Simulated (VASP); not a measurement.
# MgZn4O (P6/mmm) in VASP: a series of runs

MgZn4O is run at these levels: PBE; tasks: single point, relaxation of cell and atoms.

All numbers are computed with VASP 6.6.1; they aren't measurements. Logs are shortened: lines on timing, memory, paths and dates and some standing lists are left out, and cuts for length are marked.

### Step 1. The cell of the first run

It takes space group P6/mmm (No. 191, hexagonal). The conventional cell has a = 5.333 Å, b = 5.333 Å, c = 7.492 Å, α = 90.00°, β = 90.00°, γ = 120.00°. Within 4.1 Å of Mg (site symmetry 6/mmm) lie 6 O at 3.08 Å and 12 Zn at 3.12 Å and 2 Mg at 3.75 Å. Within 4.1 Å of Mg (site symmetry 6/mmm) lie 18 Zn at 3.08 to 3.41 Å and 2 Mg at 3.75 Å. Zn (site symmetry 2mm) has 2 O at 2.23 Å and 6 Zn at 2.63 to 2.67 Å within 3.0 Å. Within 3.5 Å of Zn (site symmetry -6m2) lie 9 Zn at 2.63 to 3.08 Å and 3 Mg at 3.08 Å. O (site symmetry -6m2) has 6 Zn at 2.23 Å within 3.0 Å.

### Step 2. Single point, PBE

INCAR reads:

```
SYSTEM = MgZn4O
PREC     = Accurate       ! precision mode
ENCUT    = 520            ! plane-wave cutoff, eV
EDIFF    = 1E-6           ! SCF threshold, eV
ISMEAR   = 0              ! smearing method
SIGMA    = 0.2            ! smearing width, eV
LREAL    = .FALSE.        ! projectors in reciprocal space
LASPH    = .TRUE.         ! aspherical terms in the spheres
NELM     = 60             ! most SCF steps
ALGO     = Normal         ! electronic algorithm
ISIF     = 2              ! what is computed and relaxed
LWAVE    = .FALSE.        ! write WAVECAR
LCHARG   = .FALSE.        ! write CHGCAR
GGA      = PE             ! functional
NBANDS   = 68             ! bands
```

KPOINTS reads:

```
regular mesh
0
G
  4 4 3
  0 0 0
```

POSCAR reads:

```
MgZn4O
1.0
    5.3334111300      0.0000000000      0.0000000000
   -2.6667055650      4.6188695274      0.0000000000
    0.0000000000      0.0000000000      7.4920996550
Mg Zn O
2 8 2
Direct
    0.0000000000      0.0000000000      0.5000000000
    0.0000000000      0.0000000000      0.0000000000
    0.5000000000      0.5000000000      0.7155770389
    0.5000000000      0.5000000000      0.2844229611
    0.0000000000      0.5000000000      0.2844229611
    0.0000000000      0.5000000000      0.7155770389
    0.5000000000      0.0000000000      0.7155770389
    0.5000000000      0.0000000000      0.2844229611
    0.6666666667      0.3333333333      0.0000000000
    0.3333333333      0.6666666667      0.0000000000
    0.6666666667      0.3333333333      0.5000000000
    0.3333333333      0.6666666667      0.5000000000
```

Potentials or basis: VASP PAW PBE potentials, release 64 (Mg, Zn, O).

Started as:

```
$ cat potpaw_PBE.64/Mg/POTCAR potpaw_PBE.64/Zn/POTCAR potpaw_PBE.64/O/POTCAR > POTCAR
$ mpirun -np 1 vasp_std > vasp.out
```

OUTCAR:

```text
SYSTEM = MgZn4O
   PREC = Accurate
   ENCUT = 520
   EDIFF = 1E-6
   ISMEAR = 0
   LREAL = .FALSE.
   LASPH = .TRUE.
   NELM = 60
   ISIF = 2
   GGA = PE

 ion  position               nearest neighbor table
   1  0.000  0.000  0.500-   3 3.12   4 3.12   5 3.12   6 3.12   5 3.12   6 3.12   3 3.12   4 3.12
                             7 3.12   8 3.12   7 3.12   8 3.12
   2  0.000  0.000  0.000-   9 3.08  10 3.08  10 3.08   9 3.08   9 3.08  10 3.08
   3  0.500  0.500  0.716-  11 2.23  12 2.23   9 2.63  10 2.63   7 2.67   7 2.67   6 2.67   6 2.67
                             1 3.12   1 3.12
   4  0.500  0.500  0.284-  11 2.23  12 2.23   9 2.63  10 2.63   8 2.67   8 2.67   5 2.67   5 2.67
                             1 3.12   1 3.12
   5  0.000  0.500  0.284-  11 2.23  12 2.23   9 2.63  10 2.63   8 2.67   8 2.67   4 2.67   4 2.67
                             1 3.12   1 3.12
   6  0.000  0.500  0.716-  11 2.23  12 2.23   9 2.63  10 2.63   7 2.67   7 2.67   3 2.67   3 2.67
                             1 3.12   1 3.12
   7  0.500  0.000  0.716-  11 2.23  12 2.23   9 2.63  10 2.63   3 2.67   6 2.67   3 2.67   6 2.67
                             1 3.12   1 3.12
   8  0.500  0.000  0.284-  11 2.23  12 2.23   9 2.63  10 2.63   4 2.67   5 2.67   4 2.67   5 2.67
                             1 3.12   1 3.12
   9  0.667  0.333  0.000-   7 2.63   8 2.63   5 2.63   6 2.63   3 2.63   4 2.63   2 3.08   2 3.08
                             2 3.08
  10  0.333  0.667  0.000-   7 2.63   8 2.63   5 2.63   6 2.63   3 2.63   4 2.63   2 3.08   2 3.08
                             2 3.08
  11  0.667  0.333  0.500-   7 2.23   8 2.23   5 2.23   6 2.23   3 2.23   4 2.23
  12  0.333  0.667  0.500-   7 2.23   8 2.23   5 2.23   6 2.23   3 2.23   4 2.23

  LATTYP: Found a hexagonal cell.
 ALAT       =     5.3334111300
 C/A-ratio  =     1.4047481944

  Lattice vectors:

 A1 = (   5.3334111300,   0.0000000000,   0.0000000000)
 A2 = (  -2.6667055650,   4.6188695274,   0.0000000000)
 A3 = (   0.0000000000,   0.0000000000,   7.4920996550)

Analysis of symmetry for initial positions (statically):
=====================================================================
 Subroutine PRICEL returns:
 Original cell was already a primitive cell.

 Routine SETGRP: Setting up the symmetry group for a
 hexagonal supercell.

 Subroutine GETGRP returns: Found 24 space group operations
 (whereof 24 operations were pure point group operations)
 out of a pool of 24 trial point group operations.

The static configuration has the point symmetry D_6h.

Analysis of symmetry for dynamics (positions and initial velocities):
=====================================================================
 Subroutine PRICEL returns:
 Original cell was already a primitive cell.

 Routine SETGRP: Setting up the symmetry group for a
 hexagonal supercell.

 Subroutine GETGRP returns: Found 24 space group operations
 (whereof 24 operations were pure point group operations)
 out of a pool of 24 trial point group operations.

The dynamic configuration has the point symmetry D_6h.

 Subroutine INISYM returns: Found 24 space group operations
 (whereof 24 operations are pure point group operations),
 and found     1 'primitive' translations

----------------------------------------------------------------------------------------

                                     Primitive cell

  volume of cell :     184.5629

  direct lattice vectors                    reciprocal lattice vectors
     5.333411130  0.000000000  0.000000000     0.187497265  0.108251596  0.000000000
    -2.666705565  4.618869527  0.000000000     0.000000000  0.216503193  0.000000000
     0.000000000  0.000000000  7.492099655     0.000000000  0.000000000  0.133473932

  length of vectors
     5.333411130  5.333411130  7.492099655     0.216503193  0.216503193  0.133473932

  position of ions in fractional coordinates (direct lattice)
     0.000000000  0.000000000  0.500000000
     0.000000000  0.000000000  0.000000000
     0.500000000  0.500000000  0.715577039
[... 51 lines left out ...]

 Free energy of the ion-electron system (eV)
  ---------------------------------------------------
  ext. energy  EPLUGINS =         0.00000000
  ---------------------------------------------------
  free energy    TOTEN  =       -24.39683671 eV

  energy without entropy =      -24.32992690  energy(sigma->0) =      -24.36338180

 E-fermi :   3.2349     XC(G=0): -10.6991

 val. band max:        3.0474967161   @ k =   0.5000  -0.0000   0.3333
 cond. band min:       3.2910263293   @ k =   0.0000   0.0000   0.3333
 fundamental gap:      0.2435296132
 Fermi energy:         3.2349474504

 k-point     1 :       0.0000    0.0000    0.0000
  band No.  band energies     occupation
      1     -16.0818      2.00000
      2     -15.5374      2.00000
      3      -6.1636      2.00000
      4      -5.8105      2.00000
      5      -5.1938      2.00000
      6      -5.1590      2.00000
[... 60 lines left out ...]
     67       7.4731      0.00000
     68       8.0074      0.00000

 k-point     2 :       0.2500   -0.0000    0.0000
  band No.  band energies     occupation
      1     -16.0132      2.00000
      2     -15.6083      2.00000
      3      -5.9244      2.00000
      4      -5.6120      2.00000
      5      -5.2149      2.00000
      6      -5.1719      2.00000
[... 60 lines left out ...]
     67       7.5898      0.00000
     68       8.5679      0.00000

 k-point     3 :       0.5000   -0.0000    0.0000
  band No.  band energies     occupation
      1     -15.9013      2.00000
      2     -15.7222      2.00000
      3      -5.5774      2.00000
      4      -5.4225      2.00000
      5      -5.3135      2.00000
      6      -5.1811      2.00000
[... 344 lines left out ...]
     67       8.2204      0.00000
     68       8.6726      0.00000

 k-point     8 :       0.2500    0.2500    0.3333
  band No.  band energies     occupation
      1     -15.9016      2.00000
      2     -15.7214      2.00000
      3      -5.8190      2.00000
      4      -5.1998      2.00000
      5      -5.1353      2.00000
      6      -5.0454      2.00000
[... 60 lines left out ...]
     67       8.7099      0.00000
     68       8.7489      0.00000

------------------------ aborting loop because EDIFF is reached ----------------------------------------

  FORCE on cell =-STRESS in cart. coord.  units (eV):
  Direction    XX          YY          ZZ          XY          YZ          ZX
  --------------------------------------------------------------------------------------
  -------------------------------------------------------------------------------------
  Total        0.1766062      0.1766062      0.4319957      0.0000000      0.0000000      0.0000000
  in kB        1.5331058      1.5331058      3.7501243      0.0000000      0.0000000      0.0000000
  external PRESSURE =       2.2721120 kB  Pullay stress =       0.0000000 kB

 VOLUME and BASIS-vectors are now :
 -----------------------------------------------------------------------------
  energy-cutoff  :      520.00
  volume of cell :      184.56
      direct lattice vectors                 reciprocal lattice vectors
     5.333411130  0.000000000  0.000000000     0.187497265  0.108251596  0.000000000
    -2.666705565  4.618869527  0.000000000     0.000000000  0.216503193  0.000000000
     0.000000000  0.000000000  7.492099655     0.000000000  0.000000000  0.133473932

 POSITION                                       TOTAL-FORCE (eV/Angst)
 -----------------------------------------------------------------------------------
      0.00000      0.00000      3.74605         0.000000     -0.000000     -0.000000
      0.00000      0.00000      0.00000         0.000000     -0.000000     -0.000000
      1.33335      2.30943      5.36117         0.000000      0.000000      0.035429
      1.33335      2.30943      2.13093         0.000000      0.000000     -0.035429
     -1.33335      2.30943      2.13093        -0.000000      0.000000     -0.035429
     -1.33335      2.30943      5.36117         0.000000     -0.000000      0.035429
      2.66671      0.00000      5.36117        -0.000000     -0.000000      0.035429
      2.66671      0.00000      2.13093        -0.000000      0.000000     -0.035429
      2.66671      1.53962      0.00000        -0.000000     -0.000000     -0.000000
     -0.00000      3.07925      0.00000         0.000000     -0.000000     -0.000000
      2.66671      1.53962      3.74605        -0.000000     -0.000000     -0.000000
     -0.00000      3.07925      3.74605         0.000000     -0.000000     -0.000000
 -----------------------------------------------------------------------------------
    total drift:                               -0.000000     -0.000000      0.000000

  FREE ENERGIE OF THE ION-ELECTRON SYSTEM (eV)
  ---------------------------------------------------
  free  energy   TOTEN  =       -24.3968367052 eV

  energy  without entropy=      -24.3299268963  energy(sigma->0) =      -24.36338180
```

Run time: 98 s. Hardware: 1 thread of AMD EPYC 9R45 (Zen 5), shared host; peak memory 0.28 GiB.

What came out:

```yaml
Free_energy: -24.3968 eV
Pressure: 0.2 GPa
Largest_force: 0.035 eV/Å
Band_gap_on_the_k_mesh: zero (band 56 reaches 3.42 eV, above the bottom of band 57 at 2.71 eV)
```

Forces on the atoms (eV/Å):
```
Mg   0.000  0.000  0.000
Mg   0.000  0.000  0.000
Zn   0.000  0.000  0.035
Zn   0.000  0.000 -0.035
Zn   0.000  0.000 -0.035
Zn   0.000  0.000  0.035
Zn   0.000  0.000  0.035
Zn   0.000  0.000 -0.035
Zn   0.000  0.000  0.000
Zn   0.000  0.000  0.000
O    0.000  0.000  0.000
O    0.000  0.000  0.000
```

Stress tensor (GPa, compression positive):
```
0.15 0.00 0.00
0.00 0.15 0.00
0.00 0.00 0.38
```

Levels at points of the mesh, in eV from the Fermi level:
```
           k point  band 53  band 54  band 55  band 56  band 57  band 58  band 59  band 60
(0.00, 0.00, 0.00)    -1.50    -1.50    -0.44    -0.44     0.56     0.56     0.65     0.89
(0.50, 0.00, 0.00)    -2.43    -2.33    -0.93    -0.66    -0.52    -0.20     1.88     2.35
```

### Step 3. Relaxation of cell and atoms, PBE

This run uses another cell than the first one: it holds 6 atoms, not 12.

INCAR reads:

```
  PREC = Accurate
  ENCUT = 600
  EDIFF = 1E-6
  ISMEAR = 0
  SIGMA = 0.2
  LREAL = False
  LASPH = True
  NELM = 60
  ALGO = Normal
  ISIF = 3
  LWAVE = False
  LCHARG = False
  GGA = PE
  IBRION = 2
  NSW = 36
  EDIFFG = -0.08
```

KPOINTS reads:

```
Automatic mesh
0
Gamma
  6 6 3
```

POSCAR reads:

```
MgZn4O
1.0
    3.3673318400      0.0000000000      0.0000000000
   -1.6836659200      2.9161949100      0.0000000000
    0.0000000000      0.0000000000      7.1143988900
Mg Zn O
1 4 1
Direct
    0.0000000000      0.0000000000      0.0000000000
    0.3333333300      0.6666666700      0.7438020100
    0.3333333300      0.6666666700      0.2561979900
    0.6666666700      0.3333333300      0.7438020100
    0.6666666700      0.3333333300      0.2561979900
    0.0000000000      0.0000000000      0.5000000000
```

Potentials or basis: VASP PAW PBE potentials, release 64 (Mg, Zn, O).

Started as:

```
$ cat potpaw_PBE.64/Mg/POTCAR potpaw_PBE.64/Zn/POTCAR potpaw_PBE.64/O/POTCAR > POTCAR
$ mpirun -np 1 vasp_std > vasp.out
```

Run time: 10 min. Hardware: 1 thread of AMD EPYC 9R45 (Zen 5), shared host; peak memory 0.19 GiB.

The run converged. Its results:

- Free energy: -10.4857 eV
- Relaxed volume: 15.04 Å³/atom
- Relaxed cell: a = 4.486 Å, b = 4.486 Å, c = 5.179 Å, α = 90.00°, β = 90.00°, γ = 120.00°
- Space group after relaxing (to 0.05 Å): P6/mmm (No. 191)
- Energy gained by relaxing: 1534.8 meV/atom
- Ionic steps: 16
- Pressure after relaxing: 0.2 GPa
- Largest force after relaxing: 0.067 eV/Å
- Band gap on the k mesh: zero (band 28 reaches 3.97 eV, above the bottom of band 29 at 2.42 eV)

Forces in eV/Å, atoms in the order of the input:
```
Mg   0.000  0.000  0.000
Zn   0.000  0.000  0.067
Zn   0.000  0.000 -0.067
Zn   0.000  0.000  0.067
Zn   0.000  0.000 -0.067
O    0.000  0.000  0.000
```

Stress tensor (GPa, compression positive):
```
 0.44  0.00  0.00
 0.00  0.44  0.00
 0.00  0.00 -0.38
```

Step by step:
| step | energy change (eV) | largest force (eV/Å) | pressure (GPa) | volume (Å³) |
| --- | --- | --- | --- | --- |
| 1 | 0.0000 | 1.0688 | 78.30 | 69.86 |
| 2 | -6.6635 | 0.0817 | -11.27 | 140.79 |
| 3 | -8.2723 | 0.2732 | -1.34 | 106.12 |
| 4 | -8.2775 | 0.2498 | -2.92 | 108.79 |
| 5 | -8.2798 | 0.2569 | -2.50 | 107.92 |
| 6 | -8.4818 | 0.2244 | -1.88 | 104.48 |
| 7 | -8.7246 | 0.1482 | -0.26 | 98.19 |
| 8 | -8.8427 | 0.3774 | 7.77 | 85.00 |
| 9 | -8.9449 | 0.5349 | 6.74 | 85.34 |
| 10 | -8.9983 | 0.9523 | 6.08 | 85.71 |
| 11 | -9.1158 | 0.6514 | 3.05 | 88.14 |
| 12 | -9.1808 | 0.2170 | -1.74 | 92.99 |
| 13 | -9.1832 | 0.2685 | -1.27 | 92.28 |
| 14 | -9.1832 | 0.2853 | -1.00 | 92.07 |
| 15 | -9.1931 | 0.2295 | -0.79 | 91.61 |
| 16 | -9.2086 | 0.0671 | 0.16 | 90.25 |

Final structure:
```xyz
6
Lattice="4.4855 0.0000 0.0000 -2.2428 3.8846 0.0000 0.0000 0.0000 5.1793" Properties=species:S:1:pos:R:3 pbc="T T T"
Mg   -2.2428    3.8846    5.1793
Zn    0.0000    2.5897    3.8337
Zn    0.0000    2.5897    1.3455
Zn    2.2428    1.2949    3.8337
Zn    2.2428    1.2949    1.3455
O    -2.2428    3.8846    2.5896
```

Levels at points of the mesh, in eV from the Fermi level:
```csv
k point,band 24,band 25,band 26,band 27,band 28,band 29,band 30,band 31,band 32,band 33
"(0.00, 0.00, 0.00)",-2.41,-2.24,-2.24,-0.24,0.50,0.50,1.14,3.55,3.55,4.57
"(0.50, 0.00, 0.00)",-3.38,-3.36,-2.35,-0.98,0.33,0.54,1.04,1.34,1.68,2.97
```

Caveat: the volume moved by over 15 % at a fixed basis, so the end points are rough; the relaxation stopped at a loose force limit of 0.08 eV/Å, so its end isn't a converged minimum.

### Step 4. Relaxation of cell and atoms, PBE

This run uses another cell than the first one, of 13.41 Å³/atom, 0.872 times its volume.

INCAR reads:

```
PREC     = Accurate       # precision mode
ENCUT    = 600            # plane-wave cutoff, eV
EDIFF    = 1E-6           # SCF threshold, eV
ISMEAR   = 0              # smearing method
SIGMA    = 0.2            # smearing width, eV
LREAL    = False          # projectors in reciprocal space
LASPH    = True           # aspherical terms in the spheres
NELM     = 60             # most SCF steps
ALGO     = Normal         # electronic algorithm
ISIF     = 3              # what is computed and relaxed
LWAVE    = False          # write WAVECAR
LCHARG   = False          # write CHGCAR
GGA      = PE             # functional
IBRION   = 2              # ionic algorithm
NSW      = 36             # ionic steps
EDIFFG   = -0.08          # ionic threshold
```

KPOINTS reads:

```
Automatic mesh
0
Gamma
  4 4 3
```

POSCAR reads:

```
MgZn4O
1.0
    5.2000000000      0.0000000000      0.0000000000
   -2.6000000000      4.5033321000      0.0000000000
    0.0000000000      0.0000000000      6.8700000000
Mg Zn O
2 8 2
Direct
    0.0000000000      0.0000000000      0.5000000000
    0.0000000000      0.0000000000      0.0000000000
    0.5000000000      0.5000000000      0.7130000000
    0.5000000000      0.5000000000      0.2870000000
    0.0000000000      0.5000000000      0.2870000000
    0.0000000000      0.5000000000      0.7130000000
    0.5000000000      0.0000000000      0.7130000000
    0.5000000000      0.0000000000      0.2870000000
    0.6666666700      0.3333333300      0.0000000000
    0.3333333300      0.6666666700      0.0000000000
    0.6666666700      0.3333333300      0.5000000000
    0.3333333300      0.6666666700      0.5000000000
```

Started as:

```
$ cat potpaw_PBE.64/Mg/POTCAR potpaw_PBE.64/Zn/POTCAR potpaw_PBE.64/O/POTCAR > POTCAR
$ mpirun -np 1 vasp_std > vasp.out
```

Wall time 4.8 min (1 thread of Intel Xeon 6975P-C (Granite Rapids), shared host); peak memory 0.36 GiB.

It converged, with:

* Free energy: -24.3681 eV
* Relaxed volume: 15.55 Å³/atom
* Relaxed cell: a = 5.400 Å, b = 5.400 Å, c = 7.388 Å, α = 90.00°, β = 90.00°, γ = 120.00°
* Space group after relaxing (to 0.05 Å): P6/mmm (No. 191)
* Energy gained by relaxing: 107.0 meV/atom
* Ionic steps: 5
* Pressure after relaxing: -0.3 GPa
* Largest force after relaxing: 0.036 eV/Å
* Band gap on the k mesh: zero (band 56 reaches 3.26 eV, above the bottom of band 57 at 2.68 eV)

Forces in eV/Å, atoms in the order of the input:
```
Mg   0.000  0.000  0.000
Mg   0.000  0.000  0.000
Zn   0.000  0.000 -0.036
Zn   0.000  0.000  0.036
Zn   0.000  0.000  0.036
Zn   0.000  0.000 -0.036
Zn   0.000  0.000 -0.036
Zn   0.000  0.000  0.036
Zn   0.000  0.000  0.000
Zn   0.000  0.000  0.000
O    0.000  0.000  0.000
O    0.000  0.000  0.000
```

Stress tensor (GPa, compression positive):
```
-0.79  0.00  0.00
 0.00 -0.79  0.00
 0.00  0.00  0.56
```

The path:
| step | energy change (eV) | largest force (eV/Å) | pressure (GPa) | volume (Å³) |
| --- | --- | --- | --- | --- |
| 1 | 0.0000 | 0.6800 | 16.56 | 160.88 |
| 2 | -1.1714 | 0.1985 | -3.18 | 195.26 |
| 3 | -1.2738 | 0.0396 | -0.16 | 186.38 |
| 4 | -1.2735 | 0.0506 | -0.35 | 186.91 |
| 5 | -1.2842 | 0.0362 | -0.34 | 186.58 |

Final structure:
```
CELL_PARAMETERS angstrom
5.40008 0.00000 0.00000
-2.70004 4.67661 0.00000
0.00000 0.00000 7.38805
ATOMIC_POSITIONS crystal
Mg 0.00000 0.00000 0.50000
Mg 0.00000 0.00000 0.00000
Zn 0.50000 0.50000 0.71651
Zn 0.50000 0.50000 0.28349
Zn 0.00000 0.50000 0.28349
Zn 0.00000 0.50000 0.71651
Zn 0.50000 0.00000 0.71651
Zn 0.50000 0.00000 0.28349
Zn 0.66667 0.33333 0.00000
Zn 0.33333 0.66667 0.00000
O 0.66667 0.33333 0.50000
O 0.33333 0.66667 0.50000
```

Levels at points of the mesh, in eV from the Fermi level:
```tsv
k point	band 54	band 55	band 56	band 57	band 58	band 59
(0.00, 0.00, 0.00)	-1.57	-0.49	-0.49	0.54	0.61	0.61
(0.50, 0.00, 0.00)	-2.31	-0.90	-0.54	-0.46	-0.12	1.99
```

Caveat: the volume moved by over 15 % at a fixed basis, so the end points are rough; the relaxation stopped at a loose force limit of 0.08 eV/Å, so its end isn't a converged minimum.

### Step 5. Overview

```csv
task,cell,k mesh,cutoff (eV),gap on the mesh (eV),pressure (GPa),relaxed volume (Å³/atom),largest force (eV/Å)
single point,"a = 5.333, b = 5.333, c = 7.492 Å, angles 90.0, 90.0, 120.0°, 12 atoms",4 × 4 × 3,520,none,0.2,-,0.04
relaxation of cell and atoms,"relaxed from a = 3.367, b = 3.367, c = 7.114 Å, angles 90.0, 90.0, 120.0°, 6 atoms",6 × 6 × 3,600,none,0.2,15.04,0.07
relaxation of cell and atoms,"relaxed from a = 5.200, b = 5.200, c = 6.870 Å, angles 90.0, 90.0, 120.0°, 12 atoms",4 × 4 × 3,600,none,-0.3,15.55,0.04
```

Alike in all rows: level PBE; potentials or basis VASP PAW PBE potentials, release 64 (Mg, Zn, O); no spin polarisation; smearing gaussian 0.2 eV.

Caveats: the volume moved by over 15 % at a fixed basis, so the end points are rough (some runs); the relaxation stopped at a loose force limit of 0.08 eV/Å, so its end isn't a converged minimum (some runs).

Total energies depend on the potentials used, so only differences within one code and one set of settings carry meaning.
